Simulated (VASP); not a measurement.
# GaN (Cc) in VASP: single point with r2SCAN

Aim: the single point of GaN with r2SCAN.

Program: VASP 6.6.1. These are calculated values, not measurements. Logs are shortened: lines on timing, memory, paths and dates and some standing lists are left out, and cuts for length are marked.

### Step 1. The cell of the first run

The structure is monoclinic, space group Cc (No. 9). Conventional cell: a = 3.180 Å, b = 5.508 Å, c = 5.166 Å, α = 90.00°, β = 90.00°, γ = 90.00°. Ga (site symmetry 1) has 4 N at 1.90 to 2.00 Å within 2.5 Å. N (site symmetry 1) has 4 Ga at 1.90 to 2.00 Å within 2.5 Å.

### Step 2. Single point, r2SCAN (all Ga atoms moved +0.062 Å, as atom 1 along Cartesian [1 0 0])

File POSCAR:

```
GaN
1.0
    3.1799996605      0.0000000000      0.0000000000
   -1.5899998303      2.7539604900      0.0000000000
    0.0000000000      0.0000000000      5.1660000000
Ga N
2 2
Direct
    0.3529874235      0.6666666667      0.0000000000
    0.6863207568      0.3333333333      0.5000000000
    0.3333333333      0.6666666667      0.3750000000
    0.6666666667      0.3333333333      0.8750000000
```

File INCAR.step1:

```
  PREC = Accurate
  ENCUT = 520
  ISMEAR = 0
  SIGMA = 0.05
  LREAL = F
  LASPH = T
  NELM = 80
  NBANDS = 26
  GGA = PE
  ALGO = Normal
  EDIFF = 1E-4
  LWAVE = T
  LCHARG = F
```

File INCAR.step2:

```
  PREC = Accurate
  ENCUT = 520
  EDIFF = 1E-6
  ISMEAR = 0
  SIGMA = 0.05
  LREAL = F
  LASPH = T
  NELM = 80
  ALGO = Normal
  ISIF = 2
  LWAVE = F
  LCHARG = F
  METAGGA = R2SCAN
  LMIXTAU = T
  NBANDS = 26
  ISTART = 1
```

File KPOINTS:

```
Automatic mesh
0
Gamma
  12 12 6
```

Potentials or basis: VASP PAW PBE potentials, release 64 (Ga_d, N).

Run with:

```sh
> cat potpaw_PBE.64/Ga_d/POTCAR potpaw_PBE.64/N/POTCAR > POTCAR
> cp INCAR.step1 INCAR
> mpirun -np 1 vasp_std > vasp.out
> cp INCAR.step2 INCAR
> mpirun -np 1 vasp_std > vasp.out
```

OUTCAR:

```text
PREC = Accurate
   ENCUT = 520
   EDIFF = 1E-6
   ISMEAR = 0
   LREAL = F
   LASPH = T
   NELM = 80
   ISIF = 2
   METAGGA = R2SCAN
   ISTART = 1

 ion  position               nearest neighbor table
   1  0.353  0.667  0.000-   4 1.90   3 1.94   4 1.95   4 2.00
   2  0.686  0.333  0.500-   3 1.90   4 1.94   3 1.95   3 2.00
   3  0.333  0.667  0.375-   2 1.90   1 1.94   2 1.95   2 2.00
   4  0.667  0.333  0.875-   1 1.90   2 1.94   1 1.95   1 2.00

  LATTYP: Found a hexagonal cell.
 ALAT       =     3.1799996605
 C/A-ratio  =     1.6245284753

  Lattice vectors:

 A1 = (   3.1799996605,   0.0000000000,   0.0000000000)
 A2 = (  -1.5899998303,   2.7539604900,   0.0000000000)
 A3 = (   0.0000000000,   0.0000000000,   5.1660000000)

Analysis of symmetry for initial positions (statically):
=====================================================================
 Subroutine PRICEL returns:
 Original cell was already a primitive cell.

 Routine SETGRP: Setting up the symmetry group for a
 hexagonal supercell.

 Subroutine GETGRP returns: Found  2 space group operations
 (whereof  1 operations were pure point group operations)
 out of a pool of 24 trial point group operations.

The static configuration has the point symmetry C_1 .
 The point group associated with its full space group is C_1h.

Analysis of symmetry for dynamics (positions and initial velocities):
=====================================================================
 Subroutine PRICEL returns:
 Original cell was already a primitive cell.

 Routine SETGRP: Setting up the symmetry group for a
 hexagonal supercell.

 Subroutine GETGRP returns: Found  2 space group operations
 (whereof  1 operations were pure point group operations)
 out of a pool of 24 trial point group operations.

The dynamic configuration has the point symmetry C_1 .
 The point group associated with its full space group is C_1h.

 Subroutine INISYM returns: Found  2 space group operations
 (whereof  1 operations are pure point group operations),
 and found     1 'primitive' translations

----------------------------------------------------------------------------------------

                                     Primitive cell

  volume of cell :      45.2417

  direct lattice vectors                    reciprocal lattice vectors
     3.179999661  0.000000000  0.000000000     0.314465442  0.181556708  0.000000000
    -1.589999830  2.753960490  0.000000000     0.000000000  0.363113416  0.000000000
     0.000000000  0.000000000  5.166000000     0.000000000  0.000000000  0.193573364

  length of vectors
     3.179999661  3.179999661  5.166000000     0.363113416  0.363113416  0.193573364

  position of ions in fractional coordinates (direct lattice)
     0.352987423  0.666666667  0.000000000
     0.686320757  0.333333333  0.500000000
     0.333333333  0.666666667  0.375000000
     0.666666667  0.333333333  0.875000000

  ion indices of the primitive-cell ions
   primitive index   ion index
                 1           1
                 2           2
                 3           3
                 4           4

----------------------------------------------------------------------------------------

 KPOINTS: Automatic mesh

Automatic generation of k-mesh.
 Grid dimensions read from file:
 generate k-points for:   12   12    6

 Generating k-lattice:

  Cartesian coordinates                     Fractional coordinates (reciprocal lattice)
     0.026205454  0.015129726  0.000000000     0.083333333  0.000000000  0.000000000
     0.000000000  0.030259451  0.000000000     0.000000000  0.083333333  0.000000000
     0.000000000  0.000000000  0.032262227     0.000000000  0.000000000  0.166666667

  Length of vectors
     0.030259451  0.030259451  0.032262227

  Shift w.r.t. Gamma in fractional coordinates (k-lattice)
     0.000000000  0.000000000  0.000000000

 Subroutine IBZKPT returns following result:
 ===========================================

 Found    242 irreducible k-points:

 Following reciprocal coordinates:
            Coordinates               Weight
  0.000000  0.000000  0.000000      1.000000
  0.083333  0.000000  0.000000      4.000000
  0.000000  0.083333  0.000000      2.000000
  0.166667  0.000000  0.000000      4.000000
  0.000000  0.166667  0.000000      2.000000
  0.250000  0.000000  0.000000      4.000000
[... 16 lines left out ...]
 -0.083333  0.416667  0.000000      4.000000
 -0.416667  0.333333  0.000000      4.000000
 [... further k-points ...]
   k-points           NKPTS =    242   k-points in BZ     NKDIM =    242   number of bands    NBANDS=     26
   number of dos      NEDOS =    301   number of ions     NIONS =      4
   total plane-waves  NPLWV =  23040
   dimension x,y,z NGX =    24 NGY =   24 NGZ =   40
   dimension x,y,z NGXF=    48 NGYF=   48 NGZF=   80
   ions per type =               2   2
   NGX,Y,Z   is equivalent  to a cutoff of  12.55, 12.55, 12.87 a.u.
   NGXF,Y,Z  is equivalent  to a cutoff of  25.09, 25.09, 25.74 a.u.
 SYSTEM =  unknown system
   PREC   = accura    normal or accurate (medium, high low for compatibility)
   ISTART =      1    job   : 0-new  1-cont  2-samecut
   ICHARG =      0    charge: 1-file 2-atom 10-const
   ISPIN  =      1    spin polarized calculation?
   LNONCOLLINEAR =      F non collinear calculations
   LSORBIT =      F    spin-orbit coupling
   LASPH  =      T    aspherical Exc in radial PAW
   ENCUT  =  520.0 eV  38.22 Ry    6.18 a.u.   5.91  5.91  9.61*2*pi/ulx,y,z
   NELM   =     80;   NELMIN=  2; NELMDL=  0     # of ELM steps
   EDIFF  = 0.1E-05   stopping-criterion for ELM
   LREAL  =      F    real-space projection
   EDIFFG = 0.1E-04   stopping-criterion for IOM
   NSW    =      0    number of steps for IOM
   IBRION =     -1    ionic relax: 0-MD 1-quasi-New 2-CG
   NFREE  =      0    steps in history (QN), initial steepest desc. (CG)
   ISIF   =      2    stress and relaxation
   ISYM   =      2    0-nonsym 1-usesym 2-fastsym
   POTIM  = 0.5000    time-step for ionic-motion
   TEBEG  =    0.0;   TEEND  =   0.0 temperature during run
   PSTRESS=    0.0 pullay stress
   NELECT =      36.0000    total number of electrons
   NUPDOWN=      -1.0000    fix difference up-down
   EMIN   =  10.00;   EMAX   =-10.00  energy-range for DOS
   EFERMI =   0.00;   METHOD = LEGACY
   ISMEAR =     0;   SIGMA  =   0.05  broadening in eV -4-tet -1-fermi 0-gaus
   EFERMI_NEDOS =   21; number of points for ismear=-14 and -15
   IALGO  =     38    algorithm
   IMIX   =      4    mixing-type and parameters
     AMIX     =   0.40;   BMIX     =  1.00
     AMIX_MAG =   1.60;   BMIX_MAG =  1.00
  volume/ion in A,a.u.               =      11.31        76.33
  Fermi-wavevector in a.u.,A,eV,Ry     =   1.517036  2.866783 31.312431  2.301399
  Thomas-Fermi vector in A             =   2.626346
   LORBIT       =      0    0 simple, 1 ext, 2 COOP (PROOUT), +10 PAW based schemes
   METAGGA = R2SCAN    functional components
   LHFCALC =     F    Hartree Fock is set to
   AEXX    =    0.0000 exact exchange contribution
   IVDW    =     0    specifies the selected vdW correction
   LEPSILON=     F    determine dielectric tensor
   LRPA    =     F    only Hartree local field effects (RPA)
 non-spin polarized calculation
 Gauss-broadening in eV      SIGMA  =   0.05
  energy-cutoff  :      520.00
  volume of cell :       45.24
 maximum number of plane-waves:      1236
   NGX = 11   NGY = 11   NGZ = 19

 number of electron      36.0000002 magnetization

 Free energy of the ion-electron system (eV)
  ---------------------------------------------------
  ext. energy  EPLUGINS =         0.00000000
  ---------------------------------------------------
  free energy    TOTEN  =       -43.76478351 eV

  energy without entropy =      -43.76478351  energy(sigma->0) =      -43.76478351

 E-fermi :   5.4640     XC(G=0): -12.6948

 val. band max:        5.2186202457   @ k =   0.0000   0.0000   0.0000
 cond. band min:       7.5427639675   @ k =   0.0000   0.0000   0.0000
 fundamental gap:      2.3241437219
 Fermi energy:         5.4639599159

 k-point     1 :       0.0000    0.0000    0.0000
  band No.  band energies     occupation
      1     -11.7118      2.00000
      2     -10.6806      2.00000
      3      -8.6885      2.00000
      4      -8.6623      2.00000
      5      -8.6499      2.00000
      6      -8.5915      2.00000
[... 18 lines left out ...]
     25      17.7263      0.00000
     26      17.7444      0.00000

 k-point     2 :       0.0833    0.0000    0.0000
  band No.  band energies     occupation
      1     -11.6422      2.00000
      2     -10.6604      2.00000
      3      -8.6795      2.00000
      4      -8.6515      2.00000
      5      -8.6299      2.00000
      6      -8.5825      2.00000
[... 18 lines left out ...]
     25      17.3729      0.00000
     26      17.8926      0.00000

 k-point     3 :       0.0000    0.0833    0.0000
  band No.  band energies     occupation
      1     -11.6421      2.00000
      2     -10.6601      2.00000
      3      -8.6834      2.00000
      4      -8.6504      2.00000
      5      -8.6254      2.00000
      6      -8.5833      2.00000
[... 18 lines left out ...]
     25      17.3537      0.00000
     26      17.9101      0.00000

 k-point     4 :       0.1667    0.0000    0.0000
  band No.  band energies     occupation
      1     -11.4508      2.00000
      2     -10.6100      2.00000
      3      -8.6523      2.00000
      4      -8.6258      2.00000
      5      -8.5774      2.00000
      6      -8.5398      2.00000
[... 18 lines left out ...]
     25      17.4069      0.00000
     26      18.2560      0.00000
[... 496 lines left out ...]
      1     -10.8197      2.00000
      2     -10.4926      2.00000
      3      -8.6028      2.00000
      4      -8.5806      2.00000
      5      -8.4703      2.00000
      6      -8.4246      2.00000
[... 18 lines left out ...]
     25      17.6685      0.00000
     26      19.4634      0.00000

 k-point    23 :      -0.0833    0.4167    0.0000
  band No.  band energies     occupation
      1     -10.8184      2.00000
      2     -10.4886      2.00000
      3      -8.6062      2.00000
      4      -8.5785      2.00000
      5      -8.4684      2.00000
      6      -8.4278      2.00000
[... 18 lines left out ...]
     25      17.6674      0.00000
     26      19.4708      0.00000

 k-point    24 :      -0.4167    0.3333    0.0000
  band No.  band energies     occupation
      1     -10.8198      2.00000
      2     -10.4937      2.00000
      3      -8.6015      2.00000
      4      -8.5799      2.00000
      5      -8.4711      2.00000
      6      -8.4237      2.00000
[... 18 lines left out ...]
     25      17.6668      0.00000
     26      19.4572      0.00000

 [... further k-points ...]

------------------------ aborting loop because EDIFF is reached ----------------------------------------

  FORCE on cell =-STRESS in cart. coord.  units (eV):
  Direction    XX          YY          ZZ          XY          YZ          ZX
  --------------------------------------------------------------------------------------
  -------------------------------------------------------------------------------------
  Total        0.6710407      0.5219228      1.0056861     -0.0000000      0.0000000     -0.7393453
  in kB       23.7640407     18.4832225     35.6150723     -0.0000000      0.0000000    -26.1829568
  external PRESSURE =      25.9541118 kB  Pullay stress =       0.0000000 kB

 VOLUME and BASIS-vectors are now :
 -----------------------------------------------------------------------------
  energy-cutoff  :      520.00
  volume of cell :       45.24
      direct lattice vectors                 reciprocal lattice vectors
     3.179999661  0.000000000  0.000000000     0.314465442  0.181556708  0.000000000
    -1.589999830  2.753960490  0.000000000     0.000000000  0.363113416  0.000000000
     0.000000000  0.000000000  5.166000000     0.000000000  0.000000000  0.193573364

 POSITION                                       TOTAL-FORCE (eV/Angst)
 -----------------------------------------------------------------------------------
      0.06250      1.83597      0.00000        -0.831512      0.087936     -0.071978
      1.65250      0.91799      2.58300        -0.831512     -0.087936     -0.071978
     -0.00000      1.83597      1.93725         0.831512      0.092063      0.071978
      1.59000      0.91799      4.52025         0.831512     -0.092063      0.071978
 -----------------------------------------------------------------------------------
    total drift:                                0.001199      0.000001      0.050165

  FREE ENERGIE OF THE ION-ELECTRON SYSTEM (eV)
  ---------------------------------------------------
  free  energy   TOTEN  =       -43.7647835089 eV

  energy  without entropy=      -43.7647835089  energy(sigma->0) =      -43.76478351
```

It took 17 min on 1 thread of Oxide Virtual Turin-like, shared host; peak memory 0.32 GiB.

What came out:

```yaml
Free_energy: -43.7648 eV
Pressure: 2.6 GPa
Largest_force: 0.840 eV/Å
Band_gap_on_the_k_mesh: 2.32 eV
```

Forces on the atoms (eV/Å):
```
Ga  -0.832  0.088 -0.072
Ga  -0.832 -0.088 -0.072
N    0.832  0.092  0.072
N    0.832 -0.092  0.072
```

Caveat: the cell differs from its parent crystal (all Ga atoms moved +0.062 Å, as atom 1 along Cartesian [1 0 0]); the PAW data sets were made with another functional, which shifts forces and pressure a little.
